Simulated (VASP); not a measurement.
## C: single point with PBEsol

The system is C.

```
C
1.0
     0.00000    1.79460    1.77226
     1.79460    0.00000    1.77226
     1.79460    1.79460    0.00000
C
2
Direct
  0.00000 0.00000 0.00000
  0.25000 0.25000 0.25000
```

```
Program             : VASP 6.6.1
Task                : single point
Functional          : PBEsol
Potentials or basis : VASP PAW PBE potentials, release 64 (C)
Cutoff              : 600 eV
k mesh              : 10 × 10 × 10
Occupations         : gaussian, width 0.01 eV
Spin                : no spin polarisation
```

The pressure is -7.1 GPa and the band gap on the k mesh is 3.70 eV (least direct gap 5.30 eV).

Stress tensor (GPa, compression positive):
```
-10.88   0.00   0.00
  0.00 -10.88   0.00
  0.00   0.00   0.42
```

Levels at points of the mesh, in eV from the valence-band top:
```
           k point  band 2  band 3  band 4  band 5  band 6  band 7
(0.00, 0.00, 0.00)   -0.19   -0.19    0.00    5.30    5.45    5.45
(0.50, 0.00, 0.00)  -13.52   -3.03   -2.81    8.17    8.18    8.74
(0.50, 0.50, 0.00)  -12.73   -6.55   -6.55    4.27    4.27   16.61
(0.50, 0.00, 0.50)  -12.92   -6.36   -6.36    4.56    4.56   16.53
```

Wall time 19 s on 1 thread of Intel Xeon 8259CL, on a shared host, peak memory 0.12 GiB.

Caveat: the cell stands under tension; the PAW data sets were made with another functional, which shifts forces and pressure a little. A k mesh can miss the band edges.
